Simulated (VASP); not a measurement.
# Zn (Fd-3m) in VASP: a series of runs

Runs on Zn. Level: LDA. Tasks: relaxation of cell and atoms, single point.

Program: VASP 6.6.1. These are calculated values, not measurements. Logs are shortened: lines on timing, memory, paths and dates and some standing lists are left out, and cuts for length are marked.

## Step 1: The cell of the first run

It takes space group Fd-3m (No. 227, cubic). Conventional cell: a = 5.477 Å, b = 5.477 Å, c = 5.477 Å, α = 90.00°, β = 90.00°, γ = 90.00°. Within 3.1 Å of Zn (site symmetry -43m) lie 4 Zn at 2.37 Å.

## Step 2: Relaxation of cell and atoms, LDA

Contents of INCAR:

```
  ALGO = Normal
  EDIFF = 1E-6
  EDIFFG = -0.01
  ENCUT = 600
  IBRION = 2
  ISIF = 3
  ISMEAR = -1
  LASPH = True
  LCHARG = False
  LREAL = False
  LWAVE = False
  NELM = 100
  NSW = 80
  PREC = Accurate
  SIGMA = 0.1
```

Contents of KPOINTS:

```
k-points
0
Gamma
  10 10 10
```

Contents of POSCAR:

```
Zn
1.0
    0.0000000000      2.7383746181      2.7383746181
    2.7383746181      0.0000000000      2.7383746181
    2.7383746181      2.7383746181      0.0000000000
Zn
2
Direct
    0.1250000000      0.1250000000      0.1250000000
    0.8750000000      0.8750000000      0.8750000000
```

Potentials or basis: VASP PAW LDA potentials, release 64 (Zn).

Run with:

```bash
$ cat potpaw_LDA.64/Zn/POTCAR > POTCAR
$ mpirun -np 1 vasp_std > vasp.out
```

OUTCAR:

```text
EDIFF = 1E-6
   EDIFFG = -0.01
   ENCUT = 600
   IBRION = 2
   ISIF = 3
   ISMEAR = -1
   LASPH = True
   LREAL = False
   NELM = 100
   NSW = 80
   PREC = Accurate

 ion  position               nearest neighbor table
   1  0.125  0.125  0.125-   2 2.37   2 2.37   2 2.37   2 2.37
   2  0.875  0.875  0.875-   1 2.37   1 2.37   1 2.37   1 2.37

  LATTYP: Found a face centered cubic cell.
 ALAT       =     5.4767492362

  Lattice vectors:

 A1 = (   0.0000000000,   2.7383746181,   2.7383746181)
 A2 = (   2.7383746181,   0.0000000000,   2.7383746181)
 A3 = (   2.7383746181,   2.7383746181,   0.0000000000)

Analysis of symmetry for initial positions (statically):
=====================================================================
 Subroutine PRICEL returns:
 Original cell was already a primitive cell.

 Routine SETGRP: Setting up the symmetry group for a
 face centered cubic supercell.

 Subroutine GETGRP returns: Found 48 space group operations
 (whereof 12 operations were pure point group operations)
 out of a pool of 48 trial point group operations.

The static configuration has the point symmetry D_3d.
 The point group associated with its full space group is O_h .

Analysis of symmetry for dynamics (positions and initial velocities):
=====================================================================
 Subroutine PRICEL returns:
 Original cell was already a primitive cell.

 Routine SETGRP: Setting up the symmetry group for a
 face centered cubic supercell.

 Subroutine GETGRP returns: Found 48 space group operations
 (whereof 12 operations were pure point group operations)
 out of a pool of 48 trial point group operations.

The dynamic configuration has the point symmetry D_3d.
 The point group associated with its full space group is O_h .

 Subroutine INISYM returns: Found 48 space group operations
 (whereof 12 operations are pure point group operations),
 and found     1 'primitive' translations

----------------------------------------------------------------------------------------

                                     Primitive cell

  volume of cell :      41.0685

  direct lattice vectors                    reciprocal lattice vectors
     0.000000000  2.738374618  2.738374618    -0.182590065  0.182590065  0.182590065
     2.738374618  0.000000000  2.738374618     0.182590065 -0.182590065  0.182590065
     2.738374618  2.738374618  0.000000000     0.182590065  0.182590065 -0.182590065

  length of vectors
     3.872646524  3.872646524  3.872646524     0.316255270  0.316255270  0.316255270

  position of ions in fractional coordinates (direct lattice)
     0.125000000  0.125000000  0.125000000
     0.875000000  0.875000000  0.875000000

  ion indices of the primitive-cell ions
   primitive index   ion index
                 1           1
                 2           2

----------------------------------------------------------------------------------------

 KPOINTS: k-points

Automatic generation of k-mesh.
 Grid dimensions read from file:
 generate k-points for:   10   10   10

 Generating k-lattice:

  Cartesian coordinates                     Fractional coordinates (reciprocal lattice)
    -0.018259007  0.018259007  0.018259007     0.100000000  0.000000000  0.000000000
     0.018259007 -0.018259007  0.018259007     0.000000000  0.100000000  0.000000000
     0.018259007  0.018259007 -0.018259007     0.000000000  0.000000000  0.100000000

  Length of vectors
     0.031625527  0.031625527  0.031625527

  Shift w.r.t. Gamma in fractional coordinates (k-lattice)
     0.000000000  0.000000000  0.000000000

 Subroutine IBZKPT returns following result:
 ===========================================

 Found     47 irreducible k-points:

 Following reciprocal coordinates:
            Coordinates               Weight
  0.000000  0.000000  0.000000      1.000000
  0.100000  0.000000  0.000000      8.000000
  0.200000  0.000000  0.000000      8.000000
  0.300000  0.000000  0.000000      8.000000
  0.400000  0.000000  0.000000      8.000000
  0.500000  0.000000  0.000000      4.000000
[... 16 lines left out ...]
  0.300000  0.300000  0.000000      6.000000
  0.400000  0.300000  0.000000     24.000000
 [... further k-points ...]
   k-points           NKPTS =     47   k-points in BZ     NKDIM =     47   number of bands    NBANDS=     16
   number of dos      NEDOS =    301   number of ions     NIONS =      2
   total plane-waves  NPLWV =  32768
   dimension x,y,z NGX =    32 NGY =   32 NGZ =   32
   dimension x,y,z NGXF=    64 NGYF=   64 NGZF=   64
   ions per type =               2
   NGX,Y,Z   is equivalent  to a cutoff of  13.74, 13.74, 13.74 a.u.
   NGXF,Y,Z  is equivalent  to a cutoff of  27.47, 27.47, 27.47 a.u.
 SYSTEM =  unknown system
   PREC   = accura    normal or accurate (medium, high low for compatibility)
   ISTART =      0    job   : 0-new  1-cont  2-samecut
   ICHARG =      2    charge: 1-file 2-atom 10-const
   ISPIN  =      1    spin polarized calculation?
   LNONCOLLINEAR =      F non collinear calculations
   LSORBIT =      F    spin-orbit coupling
   LASPH  =      T    aspherical Exc in radial PAW
   ENCUT  =  600.0 eV  44.10 Ry    6.64 a.u.   7.73  7.73  7.73*2*pi/ulx,y,z
   NELM   =    100;   NELMIN=  2; NELMDL= -5     # of ELM steps
   EDIFF  = 0.1E-05   stopping-criterion for ELM
   LREAL  =      F    real-space projection
   EDIFFG = -.1E-01   stopping-criterion for IOM
   NSW    =     80    number of steps for IOM
   IBRION =      2    ionic relax: 0-MD 1-quasi-New 2-CG
   NFREE  =      1    steps in history (QN), initial steepest desc. (CG)
   ISIF   =      3    stress and relaxation
   ISYM   =      2    0-nonsym 1-usesym 2-fastsym
   POTIM  = 0.5000    time-step for ionic-motion
   TEBEG  =    0.0;   TEEND  =   0.0 temperature during run
   PSTRESS=    0.0 pullay stress
   NELECT =      24.0000    total number of electrons
   NUPDOWN=      -1.0000    fix difference up-down
   EMIN   =  10.00;   EMAX   =-10.00  energy-range for DOS
   EFERMI =   0.00;   METHOD = LEGACY
   ISMEAR =    -1;   SIGMA  =   0.10  broadening in eV -4-tet -1-fermi 0-gaus
   EFERMI_NEDOS =   21; number of points for ismear=-14 and -15
   IALGO  =     38    algorithm
   IMIX   =      4    mixing-type and parameters
     AMIX     =   0.40;   BMIX     =  1.00
     AMIX_MAG =   1.60;   BMIX_MAG =  1.00
  volume/ion in A,a.u.               =      20.53       138.57
  Fermi-wavevector in a.u.,A,eV,Ry     =   1.368702  2.586473 25.488426  1.873346
  Thomas-Fermi vector in A             =   2.494643
   LORBIT       =      0    0 simple, 1 ext, 2 COOP (PROOUT), +10 PAW based schemes
   GGA     = CA    functional components
   LHFCALC =     F    Hartree Fock is set to
   AEXX    =    0.0000 exact exchange contribution
   IVDW    =     0    specifies the selected vdW correction
   LEPSILON=     F    determine dielectric tensor
   LRPA    =     F    only Hartree local field effects (RPA)
 conjugate gradient relaxation of ions
 non-spin polarized calculation
  energy-cutoff  :      600.00
  volume of cell :       41.07
 maximum number of plane-waves:      1390
   NGX = 15   NGY = 15   NGZ = 15

--------------------------------------- Ionic step        1  -------------------------------------------

 number of electron      24.0000025 magnetization

 Free energy of the ion-electron system (eV)
  ---------------------------------------------------
  ext. energy  EPLUGINS =         0.00000000
  ---------------------------------------------------
  free energy    TOTEN  =        -2.51020502 eV

  energy without entropy =       -2.48350951  energy(sigma->0) =       -2.49685726

 E-fermi :   0.7500     XC(G=0): -10.1240

 val. band max:        0.7323774802   @ k =  -0.3000   0.3000   0.1000
 cond. band min:       0.9655707541   @ k =   0.5000   0.3000   0.0000
 fundamental gap:      0.2331932739
 Fermi energy:         0.7499915486

 k-point     1 :       0.0000    0.0000    0.0000
  band No.  band energies     occupation
      1      -7.6713      2.00000
      2      -7.1817      2.00000
      3      -7.1817      2.00000
      4      -7.1817      2.00000
      5      -7.1295      2.00000
      6      -7.1295      2.00000
[... 8 lines left out ...]
     15       8.2682      0.00000
     16       8.2682      0.00000
[... 495 lines left out ...]
 POSITION                                       TOTAL-FORCE (eV/Angst)
 -----------------------------------------------------------------------------------
      0.69399      0.69399      0.69399         0.000000      0.000000      0.000000
      4.85794      4.85794      4.85794        -0.000000     -0.000000     -0.000000
 -----------------------------------------------------------------------------------
    total drift:                                0.000000      0.000000     -0.000000

  FREE ENERGIE OF THE ION-ELECTRON SYSTEM (eV)
  ---------------------------------------------------
  free  energy   TOTEN  =        -2.5227064818 eV

  energy  without entropy=       -2.4944240440  energy(sigma->0) =       -2.50856526

--------------------------------------- Ionic step        3  -------------------------------------------

 number of electron      23.9999994 magnetization

 Free energy of the ion-electron system (eV)
  ---------------------------------------------------
  ext. energy  EPLUGINS =         0.00000000
  ---------------------------------------------------
  free energy    TOTEN  =        -2.52286572 eV

  energy without entropy =       -2.49434101  energy(sigma->0) =       -2.50860336

 E-fermi :   0.5369     XC(G=0):  -9.9072

 val. band max:        0.5194979842   @ k =  -0.3000   0.3000   0.1000
 cond. band min:       0.7640651477   @ k =   0.5000   0.3000   0.0000
 fundamental gap:      0.2445671635
 Fermi energy:         0.5368809664

 k-point     1 :       0.0000    0.0000    0.0000
  band No.  band energies     occupation
      1      -7.6436      2.00000
      2      -7.2887      2.00000
      3      -7.2887      2.00000
      4      -7.2887      2.00000
      5      -7.2379      2.00000
      6      -7.2379      2.00000
[... 8 lines left out ...]
     15       7.8335      0.00000
     16       7.8335      0.00000
[... 459 lines left out ...]
 POSITION                                       TOTAL-FORCE (eV/Angst)
 -----------------------------------------------------------------------------------
      0.69523      0.69523      0.69523        -0.000000     -0.000000     -0.000000
      4.86662      4.86662      4.86662         0.000000      0.000000      0.000000
 -----------------------------------------------------------------------------------
    total drift:                                0.000000      0.000000     -0.000000

  FREE ENERGIE OF THE ION-ELECTRON SYSTEM (eV)
  ---------------------------------------------------
  free  energy   TOTEN  =        -2.5228657185 eV

  energy  without entropy=       -2.4943410061  energy(sigma->0) =       -2.50860336

 reached required accuracy - stopping structural energy minimisation
```

Wall time 73 s (1 thread of Intel Xeon Platinum 8259CL at 2.50GHz (Skylake/Cascade Lake), shared host); peak memory 0.17 GiB.

What came out:

```
Free energy                            : -2.5229 eV
Relaxed volume                         : 21.51 Å³/atom
Relaxed cell                           : a = 3.933 Å, b = 3.933 Å, c = 3.933 Å, α = 60.00°, β = 60.00°, γ = 60.00°
Space group after relaxing (to 0.05 Å) : Fd-3m (No. 227)
Energy gained by relaxing              : 6.3 meV/atom
Ionic steps                            : 3
Pressure after relaxing                : 0.0 GPa
Band gap on the k mesh                 : zero (band 12 reaches 6.38 eV, above the bottom of band 13 at -0.24 eV)
```

The path:
| step | energy change (eV) | largest force (eV/Å) | pressure (GPa) | volume (Å³) |
| --- | --- | --- | --- | --- |
| 1 | 0.0000 | 0.0000 | 2.22 | 41.07 |
| 2 | -0.0125 | 0.0000 | 0.22 | 42.78 |
| 3 | -0.0127 | 0.0000 | -0.01 | 43.01 |

Final structure:
```
CELL_PARAMETERS angstrom
0.00000 2.78092 2.78092
2.78092 0.00000 2.78092
2.78092 2.78092 0.00000
ATOMIC_POSITIONS crystal
Zn 0.12500 0.12500 0.12500
Zn 0.87500 0.87500 0.87500
```

Levels at points of the mesh, in eV from the Fermi level:
| k point | band 8 | band 9 | band 10 | band 11 | band 12 | band 13 | band 14 | band 15 | band 16 |
| --- | --- | --- | --- | --- | --- | --- | --- | --- | --- |
| (0.00, 0.00, 0.00) | -7.08 | -7.08 | -6.81 | -6.81 | 5.84 | 5.84 | 5.84 | 7.30 | 7.30 |
| (0.50, 0.00, 0.00) | -7.04 | -6.83 | -6.83 | -4.75 | -3.35 | 3.76 | 3.76 | 6.68 | 8.06 |
| (0.50, 0.50, 0.00) | -7.22 | -6.77 | -6.77 | -3.23 | -3.23 | 1.24 | 1.24 | 4.79 | 4.79 |

## Step 3: Single point, LDA

This run uses another cell than the first one, of 21.36 Å³/atom, 1.040 times its volume.

Contents of INCAR:

```
  PREC = Accurate
  ENCUT = 520
  EDIFF = 1E-7
  ISMEAR = -1
  SIGMA = 0.1
  LREAL = F
  LASPH = T
  NELM = 80
  ALGO = Normal
  ISIF = 2
  LWAVE = F
  LCHARG = F
  GGA = CA
  NBANDS = 19
```

Contents of KPOINTS:

```
regular mesh
0
Gamma
  16 16 16
```

Contents of POSCAR:

```
Zn
1.0
    0.0000000000      2.7746049637      2.7746049637
    2.7746049637      0.0000000000      2.7746049637
    2.7746049637      2.7746049637      0.0000000000
Zn
2
Direct
    0.1250000000      0.1250000000      0.1250000000
    0.8750000000      0.8750000000      0.8750000000
```

Potentials or basis: VASP PAW LDA potentials, release 64 (Zn).

Run with:

```bash
$ cat potpaw_LDA.64/Zn/POTCAR > POTCAR
$ mpirun -np 1 vasp_std > vasp.out
```

Wall time 92 s (1 thread of Intel Xeon Platinum 8259CL at 2.50GHz (Skylake/Cascade Lake), shared host); peak memory 0.21 GiB.

Results (log left out):

```
Free energy            : -2.5255 eV
Pressure               : 0.5 GPa
Band gap on the k mesh : zero (band 12 reaches 6.45 eV, above the bottom of band 13 at -0.27 eV)
```

Levels at points of the mesh, in eV from the Fermi level:
```
           k point  band 9  band 10  band 11  band 12  band 13  band 14  band 15  band 16
(0.00, 0.00, 0.00)   -7.09    -6.82    -6.82     5.87     5.87     5.87     7.32     7.32
(0.50, 0.00, 0.00)   -6.83    -6.83    -4.76    -3.38     3.77     3.77     6.72     8.08
(0.50, 0.50, 0.00)   -6.78    -6.78    -3.24    -3.24     1.23     1.23     4.80     4.80
```

(Part 1 of 2 ends here.)
